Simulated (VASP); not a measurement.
# CoPtO2: single point with PBE

The system is CoPtO2.

```xyz
4
Lattice="1.3635 0.7872 5.7344 -1.3635 0.7872 5.7344 0.0000 -1.5745 5.7344" Properties=species:S:1:pos:R:3 pbc="T T T"
Co    0.0000    0.0000    8.6016
Pt    0.0000    0.0000    0.0000
O     0.0000    0.0000   15.2723
O     0.0000    0.0000    1.9310
```

| Item | Value |
| --- | --- |
| Program | VASP 6.6.1 |
| Task | single point |
| Functional | PBE |
| Potentials or basis | VASP PAW PBE potentials, release 64 (Co, Pt, O) |
| Cutoff | 520 eV |
| k mesh | 12 × 12 × 12 |
| Occupations | gaussian, width 0.05 eV |
| Spin | no spin polarisation |

- Pressure: 43.3 GPa
- Largest force: 0.249 eV/Å
- Band gap on the k mesh: zero (an odd number of electrons rules out a gap without spin polarisation)

Forces on the atoms (eV/Å):
```
Co   0.000  0.000  0.000
Pt   0.000  0.000  0.000
O    0.000  0.000  0.249
O    0.000  0.000 -0.249
```

Stress tensor (GPa, compression positive):
```
39.12  0.00  0.00
 0.00 39.12  0.00
 0.00  0.00 51.65
```

Levels at points of the mesh, in eV from the Fermi level:
```tsv
k point	band 14	band 15	band 16	band 17	band 18	band 19
(0.00, 0.00, 0.00)	-2.03	-2.03	-1.94	1.97	1.97	3.27
(0.50, 0.00, 0.00)	-1.34	-0.08	1.11	1.31	1.46	2.22
(0.50, 0.50, 0.00)	-1.36	-0.08	0.25	1.83	2.17	2.46
(0.50, 0.50, 0.50)	-1.19	-0.99	-0.99	1.43	1.43	4.38
```

Run time: 7.4 min on 1 thread of Intel(R) Xeon(R) 6975P-C (Granite Rapids) (shared host), peak memory 0.45 GiB.

Caveat: the cell stands under pressure; spin-orbit coupling is left out, which moves the levels of the heavy elements; an odd number of electrons without spin polarisation forces a metal; a magnetic or distorted state may lie lower; the run has no spin polarisation, though such a crystal can be magnetic; semilocal functionals often make such compounds metallic where correlation or magnetic order opens a gap, which also shifts bond lengths. Spin polarisation is off, so any magnetic state and its effect on volume and gap are missing.
